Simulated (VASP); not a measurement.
Set up this calculation in VASP 6.6.1, as the native input.

```yaml
Task: single point
Functional: PBEsol
Potentials_or_basis: VASP PAW PBE potentials, release 64 (Hf_pv, B)
Cutoff: 520 eV
k_mesh: 10 × 10 × 8
Occupations: fermi-dirac, width 0.05 eV
Spin: no spin polarisation
Hubbard_terms: Hf d U = 5.0 eV
Dipole_correction: no
Further_INCAR_settings: ALGO = Normal; EDIFF = 1e-07; NBANDS = 15
```

The structure of HfB2 lies in POSCAR:

```
HfB2
1.0
    3.1400000000      0.0000000000      0.0000000000
   -1.5700000000      2.7193197679      0.0000000000
    0.0000000000      0.0000000000      3.4800000000
Hf B
1 2
Direct
    0.0000000000      0.0000000000      0.0000000000
    0.6666666667      0.3333333333      0.5000000000
    0.3333333333      0.6666666667      0.5000000000
```

One way to write it, as run:

INCAR

```
SYSTEM = HfB2
ALGO = Normal
EDIFF = 1E-7
ENCUT = 520
GGA = PS
ISIF = 2
ISMEAR = -1
LASPH = .TRUE.
LCHARG = .FALSE.
LDAU = .TRUE.
LDAUJ = 0 0
LDAUL = 2 -1
LDAUPRINT = 1
LDAUTYPE = 2
LDAUU = 5 0
LMAXMIX = 4
LREAL = .FALSE.
LWAVE = .FALSE.
NBANDS = 15
NELM = 150
PREC = Accurate
SIGMA = 0.05
```

KPOINTS

```
k-points
0
G
  10 10 8
  0 0 0
```

Potentials or basis: VASP PAW PBE potentials, release 64 (Hf_pv, B).

Run with:

```sh
$ cat potpaw_PBE.64/Hf_pv/POTCAR potpaw_PBE.64/B/POTCAR > POTCAR
$ mpirun -np 1 vasp_std > vasp.out
```

It gave:

```yaml
Pressure: 10.4 GPa
Band_gap_on_the_k_mesh: zero (band 8 reaches 8.93 eV, above the bottom of band 9 at 7.99 eV)
```

Caveat: the PAW data sets were made with another functional, which shifts forces and pressure a little; spin-orbit coupling is left out, which moves the levels of the heavy elements; U without spin polarisation on a metal has little footing; the U is typed as a test and isn't derived for this compound.

Run time: 24 s on 1 thread of Intel(R) Xeon(R) Platinum 8259CL CPU @ 2.50GHz (Skylake/Cascade Lake), with other jobs on the host, peak memory 0.16 GiB.
